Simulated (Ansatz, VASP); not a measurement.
One calculation of LiCl, two programs

INCAR

```
  PREC = Accurate
  ENCUT = 520
  EDIFF = 1E-6
  ISMEAR = 0
  SIGMA = 0.02
  LREAL = F
  LASPH = T
  NELM = 80
  ALGO = Normal
  ISIF = 2
  LWAVE = F
  LCHARG = T
  GGA = PE
  LELF = T
  LVHAR = T
  NBANDS = 12
```

The input KPOINTS:

```
regular mesh
0
Gamma
  8 8 8
```

The input POSCAR:

```
LiCl
1.0
   -0.2070787224      2.7092072832      2.5959474816
    2.6028210384     -0.1006924776      2.4895612368
    2.5021285608      2.5021285608      0.0000000000
Li Cl
1 1
Direct
   -0.0418523126      0.0830684916     -0.0206080895
    0.5418523126      0.4169315084      0.5206080895
```

Input for Ansatz:

```yaml
crystal:
  lattice:
    - [-0.2070787224, 2.7092072832, 2.5959474816]
    - [2.6028210384, -0.1006924776, 2.4895612368]
    - [2.5021285608, 2.5021285608, 0.0]
  atoms:
    - { symbol: Li, position: [-0.0418523126, 0.0830684916, -0.0206080895] }
    - { symbol: Cl, position: [0.5418523126, 0.4169315084, 0.5206080895] }
basis:
  ecutwfc: 420
kpoints:
  mp_grid: { grid: [8, 8, 8] }
hamiltonian:
  xc: pbe
scf:
  occupations: { method: gaussian, width: 0.02 }
output:
  forces: true
  stress: true
  eigenvalues: true
  populations: true
  write_density: true
  write_potential: true
  elf: true
  volumetric_format: npy
```

Alike in both runs: task single point; functional PBE; k mesh 8 × 8 × 8; occupations gaussian, width 0.02 eV; no spin polarisation.

```csv
,VASP,Ansatz
version,VASP 6.6.1,Ansatz 0.2.0
potentials or method,"VASP PAW PBE potentials, release 64 (Li_sv, Cl), cutoff 520 eV","scalar-relativistic, plane waves, PAW"
valence electrons in the cell,10,10
```

Ansatz gave:

```
gap on the k mesh at the Fermi level (eV) : 5.74
least direct gap on the mesh (eV)         : 5.74
rms of the force components (eV/Å)        : 0.135
```

Task: What did VASP give for the same quantities?

Result: gap on the k mesh at the Fermi level (eV): 5.75; least direct gap on the mesh (eV): 5.75; rms of the force components (eV/Å): 0.136.

Atom by atom the forces differ by 0.001 eV/Å (rms over components).

Noted on VASP's run: the cutoff is under 1.25 times that of the potentials, so the pressure is a little rough.
